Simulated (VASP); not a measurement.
**La2O3: single point with PBE**

La2O3:

```
CELL_PARAMETERS angstrom
3.96327 0.00000 0.00000
-1.98163 3.43229 0.00000
0.00000 0.00000 6.16247
ATOMIC_POSITIONS crystal
La 0.66667 0.33333 0.75376
La 0.33333 0.66667 0.24624
O 0.66667 0.33333 0.35411
O 0.33333 0.66667 0.64589
O 0.00000 0.00000 0.00000
```

```
Program             : VASP 6.6.1
Task                : single point
Functional          : PBE
Potentials or basis : VASP PAW PBE potentials, release 64 (La, O)
Cutoff              : 520 eV
k mesh              : 6 × 6 × 4
Occupations         : gaussian, width 0.01 eV
Spin                : no spin polarisation
```

* Pressure: -1.6 GPa
* Largest force: 0.176 eV/Å
* Band gap on the k mesh: 3.82 eV, indirect (least direct gap 3.98 eV)

Forces on the atoms (eV/Å):
```
La   0.000  0.000 -0.176
La   0.000  0.000  0.176
O    0.000  0.000 -0.038
O    0.000  0.000  0.038
O    0.000  0.000  0.000
```

Stress tensor (GPa, compression positive):
```
-1.95  0.00  0.00
 0.00 -1.95  0.00
 0.00  0.00 -0.88
```

Levels at points of the mesh, in eV from the valence-band top:
```csv
k point,band 18,band 19,band 20,band 21,band 22,band 23
"(0.00, 0.00, 0.00)",-0.35,-0.35,-0.08,4.25,4.53,4.53
"(0.50, 0.00, 0.00)",-0.63,-0.42,-0.27,3.82,4.63,5.05
"(0.00, 0.00, 0.50)",-0.74,-0.27,-0.27,4.61,4.64,4.64
"(0.50, 0.00, 0.50)",-0.66,-0.37,0.00,4.34,4.57,4.95
```

Wall time 83 s on 1 thread of Intel Xeon 6975P-C, with other jobs on the host, peak memory 0.23 GiB.

Caveat: spin-orbit coupling is left out, which moves the levels of the heavy elements. A k mesh can miss the band edges.
